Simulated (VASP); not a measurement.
## Hf8CN6 (a cell with a defect): single point with PBE

Hf8CN6 (a cell with a defect):

```xyz
15
Lattice="-3.1339 -5.4281 0.0000 4.7009 -2.7140 0.0000 0.0000 0.0000 5.4168" Properties=species:S:1:pos:R:3 pbc="T T T"
Hf    1.3914   -4.4209    4.0571
Hf    0.0663   -3.6542    1.3487
Hf    0.1676   -1.7049    4.0571
Hf    3.1280   -3.5889    1.3489
Hf    3.1660   -1.8244    4.0572
Hf    1.5398   -0.8877    1.3486
Hf   -1.5724   -4.7074    4.0571
Hf    1.5332   -6.3399    1.3489
N     0.0007   -5.4556   -0.0124
N     0.0005   -5.4556    2.7098
N     1.5987   -2.7016   -0.0128
N     1.5987   -2.7014    2.7102
N    -0.0298    0.0207   -0.0058
N    -0.0297    0.0207    2.7033
C    -1.5626   -2.7073   -1.3604
```

```json
{
 "Program": "VASP 6.6.1",
 "Task": "single point",
 "Functional": "PBE",
 "Potentials or basis": "VASP PAW PBE potentials, release 64 (Hf_pv, N, C)",
 "Cutoff": "520 eV",
 "k mesh": "2 × 2 × 2",
 "Occupations": "gaussian, width 0.02 eV",
 "Spin": "no spin polarisation",
 "Dipole correction": "no",
 "Further INCAR settings": "LREAL = Auto; ALGO = Normal; EDIFF = 1e-06; NBANDS = 70"
}
```

- Pressure: 15.9 GPa
- Largest force: 0.176 eV/Å
- Band gap on the k mesh: zero (bands 57 and 58 overlap by 0.16 eV)

Forces on the atoms (eV/Å):
```
Hf  -0.113  0.069  0.000
Hf   0.089 -0.051  0.001
Hf   0.114  0.078  0.001
Hf  -0.012  0.143  0.001
Hf   0.011 -0.013 -0.001
Hf   0.029 -0.001  0.001
Hf  -0.007 -0.176  0.001
Hf  -0.087 -0.053  0.000
N    0.019 -0.007  0.004
N    0.019 -0.008 -0.002
N   -0.014  0.017  0.008
N   -0.014  0.017 -0.006
N    0.007 -0.012 -0.002
N    0.007 -0.012  0.003
C   -0.048  0.010 -0.008
```

Stress tensor (GPa, compression positive):
```
17.31  1.38  0.00
 1.38 18.60  0.00
 0.00  0.00 11.73
```

Levels at points of the mesh, in eV from the Fermi level:
| k point | band 55 | band 56 | band 57 | band 58 | band 59 | band 60 |
| --- | --- | --- | --- | --- | --- | --- |
| (0.00, 0.00, 0.00) | -1.60 | -0.79 | -0.55 | 0.69 | 1.05 | 1.13 |
| (0.50, 0.00, 0.00) | -0.50 | -0.49 | -0.12 | 0.16 | 0.55 | 0.70 |
| (0.00, 0.50, 0.00) | -1.56 | -0.73 | -0.60 | 0.96 | 1.46 | 1.50 |
| (0.50, 0.50, 0.00) | -0.99 | -0.91 | -0.58 | 1.00 | 1.08 | 1.08 |
| (0.00, 0.00, 0.50) | -0.98 | -0.33 | -0.26 | 0.67 | 0.96 | 1.12 |
| (0.50, 0.00, 0.50) | -0.66 | -0.63 | 0.08 | 0.42 | 0.64 | 0.72 |
| (0.00, 0.50, 0.50) | -0.76 | -0.09 | -0.08 | 0.31 | 0.66 | 1.27 |
| (0.50, 0.50, 0.50) | -0.97 | -0.79 | -0.18 | -0.08 | 0.30 | 0.59 |

Run time: 2.1 min on 1 thread of AMD EPYC 9R45 96-Core Processor (Zen 5), with other jobs on the host, peak memory 0.27 GiB.

Caveat: the k points lie up to 0.58 Å⁻¹ apart; spin-orbit coupling is left out, which moves the levels of the heavy elements.
